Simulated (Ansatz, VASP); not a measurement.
Two plane-wave programs on TiSi2

The input INCAR:

```
PREC = Accurate
ENCUT = 520
EDIFF = 1E-7
ISMEAR = -1
SIGMA = 0.05
LREAL = False
LASPH = True
NELM = 100
ALGO = Normal
ISIF = 2
LWAVE = False
LCHARG = False
GGA = PE
NBANDS = 29
```

Contents of KPOINTS:

```
regular mesh
0
Gamma
  8 8 8
```

File POSCAR:

```
TiSi2
1.0
    1.7651050250     -6.7592815350      0.0000000000
    1.7651050250      6.7592815350      0.0000000000
    0.0000000000      0.0000000000      3.5651739700
Ti Si
2 4
Direct
    0.1031180800      0.8968819200      0.2500000000
    0.8968819200      0.1031180800      0.7500000000
    0.7503148200      0.2496851800      0.2500000000
    0.2496851800      0.7503148200      0.7500000000
    0.4417485500      0.5582514500      0.2500000000
    0.5582514500      0.4417485500      0.7500000000
```

input.yaml

```yaml
crystal:
  lattice:
    - [1.765105025, -6.759281535, 0.0]
    - [1.765105025, 6.759281535, 0.0]
    - [0.0, 0.0, 3.56517397]
  atoms:
    - { symbol: Ti, position: [0.10311808, 0.89688192, 0.25] }
    - { symbol: Ti, position: [0.89688192, 0.10311808, 0.75] }
    - { symbol: Si, position: [0.75031482, 0.24968518, 0.25] }
    - { symbol: Si, position: [0.24968518, 0.75031482, 0.75] }
    - { symbol: Si, position: [0.44174855, 0.55825145, 0.25] }
    - { symbol: Si, position: [0.55825145, 0.44174855, 0.75] }
hamiltonian:
  xc: pbe
  pseudopotentials: { kind: paw }
kpoints:
  mp_grid: { grid: [8, 8, 8] }
scf:
  occupations: { method: fermi_dirac, width: 0.05 }
output:
  forces: true
  stress: true
  eigenvalues: true
```

Alike in both runs: task single point; functional PBE; k mesh 8 × 8 × 8; occupations fermi-dirac, width 0.05 eV; no spin polarisation.

```csv
,VASP,Ansatz
version,VASP 6.6.1,Ansatz 0.2.0
potentials or method,"VASP PAW PBE potentials, release 64 (Ti_sv, Si)",Ansatz PAW
plane-wave cutoff (eV),520,420
valence electrons in the cell,40,40
```

Ansatz gave:

| Property | Result |
| --- | --- |
| gap on the k mesh at the Fermi level (eV) | none |
| pressure (GPa) | 1.9 |
| traceless stress, the component that is largest in VASP (GPa) | 0.32 |
| rms of the force components (eV/Å) | 0.064 |

Problem. What did VASP give for the same quantities?

Solution. gap on the k mesh at the Fermi level (eV): none; pressure (GPa): 1.8; traceless stress, the component that is largest in VASP (GPa): 0.30; rms of the force components (eV/Å): 0.060.

Atom by atom the forces differ by 0.004 eV/Å (rms over components). A gap of «none» marks a metal or a gap that the smearing closes.
